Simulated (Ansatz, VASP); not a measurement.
**AlNi: VASP beside Ansatz**

```
Ni Al
1.0
     2.88100    0.00000    0.00000
     0.00000    2.88100    0.00000
     0.00000    0.00000    2.88100
Ni Al
1 1
Direct
  0.50000 0.50000 0.50000
  0.00000 0.00000 0.00000
```

Alike in both runs: task single point; functional PBE; k mesh 9 × 9 × 9; occupations gaussian, width 0.1 eV; collinear spin.

|  | VASP | Ansatz |
| --- | --- | --- |
| version | VASP 6.6.1 | Ansatz 0.2.0 |
| potentials or method | VASP PAW PBE potentials, release 64 (Ni, Al), cutoff 520 eV | all-electron LAPW, scalar-relativistic |

```csv
,VASP,Ansatz,Ansatz less VASP
gap on the k mesh at the Fermi level (eV),none,none,-
pressure (GPa),1.9,1.9,-0.03
net moment per atom (μB),0.00,0.00,0.000
```

A gap of «none» marks a metal or a gap that the smearing closes. Ansatz ran all-electron here, and VASP with PAW potentials.
